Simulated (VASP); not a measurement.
# LaC (Fm-3m) in VASP: single point with PBEsol

Aim: the single point of LaC with PBEsol.

Everything below comes from runs of VASP 6.6.1. Logs are shortened: lines on timing, memory, paths and dates and some standing lists are left out, and cuts for length are marked.

### Step 1. The cell of the first run

It takes space group Fm-3m (No. 225, cubic). The conventional cell has a = 5.328 Å, b = 5.328 Å, c = 5.328 Å, α = 90.00°, β = 90.00°, γ = 90.00°. Within 3.5 Å of La (site symmetry m-3m) lie 6 C at 2.66 Å. C (site symmetry m-3m) has 6 La at 2.66 Å within 3.5 Å.

### Step 2. Single point, PBEsol (18.90 Å³/atom)

File INCAR:

```
PREC     = Accurate       # precision mode
ENCUT    = 520            # plane-wave cutoff, eV
EDIFF    = 1E-6           # SCF threshold, eV
ISMEAR   = 0              # smearing method
SIGMA    = 0.05           # smearing width, eV
LREAL    = False          # projectors in reciprocal space
LASPH    = True           # aspherical terms in the spheres
NELM     = 100            # most SCF steps
ALGO     = Normal         # electronic algorithm
ISIF     = 2              # what is computed and relaxed
LWAVE    = False          # write WAVECAR
LCHARG   = False          # write CHGCAR
GGA      = PS             # functional
NBANDS   = 14             # bands
```

File KPOINTS:

```
regular mesh
0
Gamma
  12 12 12
```

File POSCAR:

```
LaC
1.0
    0.0000000000      2.6639459012      2.6639459012
    2.6639459012      0.0000000000      2.6639459012
    2.6639459012      2.6639459012      0.0000000000
La C
1 1
Direct
    0.5000000000      0.5000000000      0.5000000000
    0.0000000000      0.0000000000      0.0000000000
```

Potentials or basis: VASP PAW PBE potentials, release 64 (La, C).

The run is started by

```
$ cat potpaw_PBE.64/La/POTCAR potpaw_PBE.64/C/POTCAR > POTCAR
$ mpirun -np 1 vasp_std > vasp.out
```

OUTCAR:

```text
PREC = Accurate
   ENCUT = 520
   EDIFF = 1E-6
   ISMEAR = 0
   LREAL = False
   LASPH = True
   NELM = 100
   ISIF = 2
   GGA = PS

 ion  position               nearest neighbor table
   1  0.500  0.500  0.500-   2 2.66   2 2.66   2 2.66   2 2.66   2 2.66   2 2.66
   2  0.000  0.000  0.000-   1 2.66   1 2.66   1 2.66   1 2.66   1 2.66   1 2.66

  LATTYP: Found a face centered cubic cell.
 ALAT       =     5.3278918024

  Lattice vectors:

 A1 = (   0.0000000000,   2.6639459012,   2.6639459012)
 A2 = (   2.6639459012,   0.0000000000,   2.6639459012)
 A3 = (   2.6639459012,   2.6639459012,   0.0000000000)

Analysis of symmetry for initial positions (statically):
=====================================================================
 Subroutine PRICEL returns:
 Original cell was already a primitive cell.

 Routine SETGRP: Setting up the symmetry group for a
 face centered cubic supercell.

 Subroutine GETGRP returns: Found 48 space group operations
 (whereof 48 operations were pure point group operations)
 out of a pool of 48 trial point group operations.

The static configuration has the point symmetry O_h .

Analysis of symmetry for dynamics (positions and initial velocities):
=====================================================================
 Subroutine PRICEL returns:
 Original cell was already a primitive cell.

 Routine SETGRP: Setting up the symmetry group for a
 face centered cubic supercell.

 Subroutine GETGRP returns: Found 48 space group operations
 (whereof 48 operations were pure point group operations)
 out of a pool of 48 trial point group operations.

The dynamic configuration has the point symmetry O_h .

 Subroutine INISYM returns: Found 48 space group operations
 (whereof 48 operations are pure point group operations),
 and found     1 'primitive' translations

----------------------------------------------------------------------------------------

                                     Primitive cell

  volume of cell :      37.8100

  direct lattice vectors                    reciprocal lattice vectors
     0.000000000  2.663945901  2.663945901    -0.187691499  0.187691499  0.187691499
     2.663945901  0.000000000  2.663945901     0.187691499 -0.187691499  0.187691499
     2.663945901  2.663945901  0.000000000     0.187691499  0.187691499 -0.187691499

  length of vectors
     3.767388423  3.767388423  3.767388423     0.325091213  0.325091213  0.325091213

  position of ions in fractional coordinates (direct lattice)
     0.500000000  0.500000000  0.500000000
     0.000000000  0.000000000  0.000000000

  ion indices of the primitive-cell ions
   primitive index   ion index
                 1           1
                 2           2

----------------------------------------------------------------------------------------

 KPOINTS: regular mesh

Automatic generation of k-mesh.
 Grid dimensions read from file:
 generate k-points for:   12   12   12

 Generating k-lattice:

  Cartesian coordinates                     Fractional coordinates (reciprocal lattice)
    -0.015640958  0.015640958  0.015640958     0.083333333  0.000000000  0.000000000
     0.015640958 -0.015640958  0.015640958     0.000000000  0.083333333  0.000000000
     0.015640958  0.015640958 -0.015640958     0.000000000  0.000000000  0.083333333

  Length of vectors
     0.027090934  0.027090934  0.027090934

  Shift w.r.t. Gamma in fractional coordinates (k-lattice)
     0.000000000  0.000000000  0.000000000

 Subroutine IBZKPT returns following result:
 ===========================================

 Found     72 irreducible k-points:

 Following reciprocal coordinates:
            Coordinates               Weight
  0.000000  0.000000  0.000000      1.000000
  0.083333  0.000000  0.000000      8.000000
  0.166667  0.000000  0.000000      8.000000
  0.250000  0.000000  0.000000      8.000000
  0.333333  0.000000  0.000000      8.000000
  0.416667  0.000000  0.000000      8.000000
[... 16 lines left out ...]
  0.500000  0.166667  0.000000     24.000000
 -0.416667  0.166667  0.000000     24.000000
 [... further k-points ...]
   k-points           NKPTS =     72   k-points in BZ     NKDIM =     72   number of bands    NBANDS=     14
   number of dos      NEDOS =    301   number of ions     NIONS =      2
   total plane-waves  NPLWV =  21952
   dimension x,y,z NGX =    28 NGY =   28 NGZ =   28
   dimension x,y,z NGXF=    56 NGYF=   56 NGZF=   56
   ions per type =               1   1
   NGX,Y,Z   is equivalent  to a cutoff of  12.36, 12.36, 12.36 a.u.
   NGXF,Y,Z  is equivalent  to a cutoff of  24.71, 24.71, 24.71 a.u.
 SYSTEM =  unknown system
   PREC   = accura    normal or accurate (medium, high low for compatibility)
   ISTART =      0    job   : 0-new  1-cont  2-samecut
   ICHARG =      2    charge: 1-file 2-atom 10-const
   ISPIN  =      1    spin polarized calculation?
   LNONCOLLINEAR =      F non collinear calculations
   LSORBIT =      F    spin-orbit coupling
   LASPH  =      T    aspherical Exc in radial PAW
   ENCUT  =  520.0 eV  38.22 Ry    6.18 a.u.   7.00  7.00  7.00*2*pi/ulx,y,z
   NELM   =    100;   NELMIN=  2; NELMDL= -5     # of ELM steps
   EDIFF  = 0.1E-05   stopping-criterion for ELM
   LREAL  =      F    real-space projection
   EDIFFG = 0.1E-04   stopping-criterion for IOM
   NSW    =      0    number of steps for IOM
   IBRION =     -1    ionic relax: 0-MD 1-quasi-New 2-CG
   NFREE  =      0    steps in history (QN), initial steepest desc. (CG)
   ISIF   =      2    stress and relaxation
   ISYM   =      2    0-nonsym 1-usesym 2-fastsym
   POTIM  = 0.5000    time-step for ionic-motion
   TEBEG  =    0.0;   TEEND  =   0.0 temperature during run
   PSTRESS=    0.0 pullay stress
   NELECT =      15.0000    total number of electrons
   NUPDOWN=      -1.0000    fix difference up-down
   EMIN   =  10.00;   EMAX   =-10.00  energy-range for DOS
   EFERMI =   0.00;   METHOD = LEGACY
   ISMEAR =     0;   SIGMA  =   0.05  broadening in eV -4-tet -1-fermi 0-gaus
   EFERMI_NEDOS =   21; number of points for ismear=-14 and -15
   IALGO  =     38    algorithm
   IMIX   =      4    mixing-type and parameters
     AMIX     =   0.40;   BMIX     =  1.00
     AMIX_MAG =   1.60;   BMIX_MAG =  1.00
  volume/ion in A,a.u.               =      18.90       127.58
  Fermi-wavevector in a.u.,A,eV,Ry     =   1.202919  2.273188 19.687834  1.447015
  Thomas-Fermi vector in A             =   2.338687
   LORBIT       =      0    0 simple, 1 ext, 2 COOP (PROOUT), +10 PAW based schemes
   GGA     = PS    functional components
   LHFCALC =     F    Hartree Fock is set to
   AEXX    =    0.0000 exact exchange contribution
   IVDW    =     0    specifies the selected vdW correction
   LEPSILON=     F    determine dielectric tensor
   LRPA    =     F    only Hartree local field effects (RPA)
 non-spin polarized calculation
 Gauss-broadening in eV      SIGMA  =   0.05
  energy-cutoff  :      520.00
  volume of cell :       37.81
 maximum number of plane-waves:      1036
   NGX = 13   NGY = 13   NGZ = 13

 number of electron      15.0000000 magnetization

 Free energy of the ion-electron system (eV)
  ---------------------------------------------------
  ext. energy  EPLUGINS =         0.00000000
  ---------------------------------------------------
  free energy    TOTEN  =       -14.21255650 eV

  energy without entropy =      -14.20754877  energy(sigma->0) =      -14.21005263

 E-fermi :   7.7238     XC(G=0): -10.8433

 val. band max:        7.7198001805   @ k =   0.4167   0.3333   0.0000
 cond. band min:       7.7276025259   @ k =   0.4167   0.3333   0.0833
 fundamental gap:      0.0078023454
 Fermi energy:         7.7238020095

 k-point     1 :       0.0000    0.0000    0.0000
  band No.  band energies     occupation
      1     -23.2468      2.00000
      2      -6.3334      2.00000
      3      -6.3334      2.00000
      4      -6.3333      2.00000
      5      -0.9997      2.00000
      6       8.1843      0.00000
      7       8.1843      0.00000
      8       8.1843      0.00000
      9      10.4244      0.00000
     10      10.4244      0.00000
     11      10.4244      0.00000
     12      10.9724      0.00000
     13      12.1819      0.00000
     14      12.1819      0.00000

 k-point     2 :       0.0833    0.0000    0.0000
  band No.  band energies     occupation
      1     -23.2325      2.00000
      2      -6.5012      2.00000
      3      -6.3426      2.00000
      4      -6.3426      2.00000
      5      -0.8129      2.00000
      6       7.8792      0.00001
      7       7.9809      0.00000
      8       7.9809      0.00000
      9      10.2191      0.00000
     10      10.5331      0.00000
     11      10.5331      0.00000
     12      11.2926      0.00000
     13      12.1353      0.00000
     14      12.1384      0.00000

 k-point     3 :       0.1667    0.0000    0.0000
  band No.  band energies     occupation
      1     -23.1929      2.00000
      2      -6.9145      2.00000
      3      -6.3678      2.00000
      4      -6.3678      2.00000
      5      -0.3453      2.00000
      6       7.1639      2.00000
      7       7.5139      2.00000
      8       7.5139      2.00000
      9      10.1064      0.00000
     10      10.8081      0.00000
     11      10.8081      0.00000
     12      11.6843      0.00000
     13      12.0678      0.00000
     14      12.0678      0.00000

 k-point     4 :       0.2500    0.0000    0.0000
  band No.  band energies     occupation
      1     -23.1380      2.00000
      2      -7.4046      2.00000
      3      -6.4016      2.00000
      4      -6.4016      2.00000
      5       0.2281      2.00000
      6       6.3495      2.00000
      7       7.0035      2.00000
      8       7.0035      2.00000
      9      10.2470      0.00000
     10      11.1252      0.00000
     11      11.1252      0.00000
     12      11.9223      0.00000
     13      12.0375      0.00000
     14      12.0375      0.00000

 k-point     5 :       0.3333    0.0000    0.0000
  band No.  band energies     occupation
      1     -23.0820      2.00000
      2      -7.8374      2.00000
      3      -6.4349      2.00000
      4      -6.4349      2.00000
      5       0.7648      2.00000
      6       5.6241      2.00000
      7       6.5810      2.00000
      8       6.5810      2.00000
      9      10.5987      0.00000
     10      11.3548      0.00000
     11      11.3548      0.00000
[... 276 lines left out ...]
 k-point    22 :       0.4167    0.1667    0.0000
  band No.  band energies     occupation
      1     -23.0370      2.00000
      2      -7.8405      2.00000
      3      -6.6640      2.00000
      4      -6.6032      2.00000
      5       0.4531      2.00000
      6       5.9098      2.00000
      7       6.9013      2.00000
      8       7.0762      2.00000
      9       9.8863      0.00000
     10      11.5347      0.00000
     11      11.5759      0.00000
     12      11.9175      0.00000
     13      11.9209      0.00000
     14      12.0311      0.00000

 k-point    23 :       0.5000    0.1667    0.0000
  band No.  band energies     occupation
      1     -23.0076      2.00000
      2      -8.0188      2.00000
      3      -6.7507      2.00000
      4      -6.5839      2.00000
      5       0.6452      2.00000
      6       5.6916      2.00000
      7       6.7216      2.00000
      8       6.8514      2.00000
      9      10.5165      0.00000
     10      11.4787      0.00000
     11      11.5430      0.00000
     12      11.9062      0.00000
     13      11.9631      0.00000
     14      12.0638      0.00000

 k-point    24 :      -0.4167    0.1667    0.0000
  band No.  band energies     occupation
      1     -23.0037      2.00000
      2      -8.0420      2.00000
      3      -6.8147      2.00000
      4      -6.5362      2.00000
      5       0.7601      2.00000
      6       5.5129      2.00000
      7       6.4894      2.00000
      8       7.0036      2.00000
      9      11.0154      0.00000
     10      11.2961      0.00000
     11      11.4581      0.00000
     12      11.9019      0.00000
     13      11.9991      0.00000
     14      12.0698      0.00000

 [... further k-points ...]

------------------------ aborting loop because EDIFF is reached ----------------------------------------

  FORCE on cell =-STRESS in cart. coord.  units (eV):
  Direction    XX          YY          ZZ          XY          YZ          ZX
  --------------------------------------------------------------------------------------
  -------------------------------------------------------------------------------------
  Total        0.2548564      0.2548564      0.2548564      0.0000000      0.0000000     -0.0000000
  in kB       10.7994068     10.7994068     10.7994068      0.0000000      0.0000000     -0.0000000
  external PRESSURE =      10.7994068 kB  Pullay stress =       0.0000000 kB

 VOLUME and BASIS-vectors are now :
 -----------------------------------------------------------------------------
  energy-cutoff  :      520.00
  volume of cell :       37.81
      direct lattice vectors                 reciprocal lattice vectors
     0.000000000  2.663945901  2.663945901    -0.187691499  0.187691499  0.187691499
     2.663945901  0.000000000  2.663945901     0.187691499 -0.187691499  0.187691499
     2.663945901  2.663945901  0.000000000     0.187691499  0.187691499 -0.187691499

 POSITION                                       TOTAL-FORCE (eV/Angst)
 -----------------------------------------------------------------------------------
      2.66395      2.66395      2.66395         0.000000     -0.000000      0.000000
      0.00000      0.00000      0.00000        -0.000000      0.000000     -0.000000
 -----------------------------------------------------------------------------------
    total drift:                                0.000000      0.000000      0.000000

  FREE ENERGIE OF THE ION-ELECTRON SYSTEM (eV)
  ---------------------------------------------------
  free  energy   TOTEN  =       -14.2125564982 eV

  energy  without entropy=      -14.2075487688  energy(sigma->0) =      -14.21005263
```

Wall time 27 s (1 thread of Intel Xeon Platinum 8488C (Sapphire Rapids), shared host); peak memory 0.2 GiB.

What came out:

```
Free energy            : -14.2126 eV
Pressure               : 1.1 GPa
Band gap on the k mesh : zero (an odd number of electrons rules out a gap without spin polarisation)
```

Caveat: the PAW data sets were made with another functional, which shifts forces and pressure a little; spin-orbit coupling is left out, which moves the levels of the heavy elements.
